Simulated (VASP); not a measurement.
## Rb2CuRh2Br2: single point with PBE

The system is Rb2CuRh2Br2.

```
Rb Cu Rh Br
1.0
     0.00000    7.04770    0.00000
     7.90798   -3.52385    0.00000
     0.00000    0.00000   -7.06521
Rb Cu Rh Br
4 2 4 4
Direct
  0.36720 0.73440 0.00000
  0.13280 0.26560 0.50000
  0.63280 0.26560 0.00000
  0.86720 0.73440 0.50000
  0.00000 0.00000 0.00000
  0.50000 0.00000 0.50000
  0.22100 0.00000 0.77900
  0.27900 0.00000 0.27900
  0.77900 0.00000 0.22100
  0.72100 0.00000 0.72100
  0.15550 0.31100 0.00000
  0.34450 0.68900 0.50000
  0.84450 0.68900 0.00000
  0.65550 0.31100 0.50000
```

| Quantity | Value |
| --- | --- |
| Program | VASP 6.6.1 |
| Task | single point |
| Functional | PBE |
| Potentials or basis | VASP PAW PBE potentials, release 64 (Rb_sv, Cu, Rh_pv, Br) |
| Cutoff | 520 eV |
| k mesh | 5 × 5 × 5 |
| Occupations | fermi-dirac, width 0.1 eV |
| Spin | no spin polarisation |
| Dipole correction | no |
| Further INCAR settings | ALGO = Normal; EDIFF = 1e-07; NBANDS = 86 |

- Pressure: 2.7 GPa
- Largest force: 2.897 eV/Å
- Band gap on the k mesh: zero (bands 73 and 74 overlap by 0.20 eV)

Forces in eV/Å, atoms in the order of the input:
```
Rb  -0.422  0.000  0.000
Rb   0.422  0.000  0.000
Rb   0.422  0.000  0.000
Rb  -0.422  0.000  0.000
Cu   0.000  0.000  0.000
Cu   0.000  0.000  0.000
Rh   0.000  2.044  2.054
Rh   0.000 -2.044  2.054
Rh   0.000 -2.044 -2.054
Rh   0.000  2.044 -2.054
Br  -0.215  0.000  0.000
Br   0.215  0.000  0.000
Br   0.215  0.000  0.000
Br  -0.215  0.000  0.000
```

Stress tensor (GPa, compression positive):
```
3.11 0.00 0.00
0.00 2.48 0.00
0.00 0.00 2.50
```

Levels at points of the mesh, in eV from the Fermi level:
```tsv
k point	band 72	band 73	band 74	band 75	band 76	band 77
(0.00, 0.00, 0.00)	-0.04	-0.03	0.13	0.30	1.04	1.18
```

Wall time 20 min on 2 MPI ranks on Intel(R) Xeon(R) Platinum 8259CL CPU @ 2.50GHz (Skylake/Cascade Lake), with other jobs on the host, peak memory 0.92 GiB a rank.

Caveat: forces of over 1 eV/Å act on the atoms, so gaps and moduli don't describe the material at rest.
